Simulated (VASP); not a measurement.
Runs of VASP 6.6.1 on Pt. The structure is that of space group Im-3m (No. 229), or close to it. The cells are those of the table. 

| task | cell | cutoff (eV) | gap on the mesh (eV) | pressure (GPa) |
| --- | --- | --- | --- | --- |
| relaxation of cell and atoms | relaxed from a = 2.744 Å, angles 109.5°, 1 atom | 600 | none | 0.0 |
| relaxation of cell and atoms | relaxed to 8 GPa from a = 2.744 Å, angles 109.5°, 1 atom | 600 | none | 8.0 |
| single point | a = 2.719 Å, angles 109.5°, 1 atom | 520 | none | 0.7 |
| single point | a = 2.706 Å, angles 109.5°, 1 atom | 520 | none | 4.7 |
| relaxation of cell and atoms | relaxed to 2 GPa from a = 2.744 Å, angles 109.5°, 1 atom | 600 | none | 2.0 |
| single point | a = 2.699 Å, angles 109.5°, 1 atom | 520 | none | (a) |
| relaxation of cell and atoms | relaxed to 6 GPa from a = 2.744 Å, angles 109.5°, 1 atom | 600 | none | 6.0 |
| single point | a = 2.712 Å, angles 109.5°, 1 atom | 520 | none | 2.6 |

Alike in all rows: level r2SCAN; potentials or basis VASP PAW PBE potentials, release 64 (Pt); no spin polarisation; k mesh 15 × 15 × 15; smearing fermi-dirac 0.1 eV.

Problem. Estimate the missing entries.

Solution. (a) 6.7.

Caveats: the PAW data sets were made with another functional, which shifts forces and pressure a little; spin-orbit coupling is left out, which moves the levels of the heavy elements; the cell is relaxed towards a set pressure, so the enthalpy falls and the energy may rise (some runs).

A k mesh can miss the band edges, and the runs leave out spin-orbit coupling on Pt.

A gap of «none» marks levels without a gap at the run's occupations.
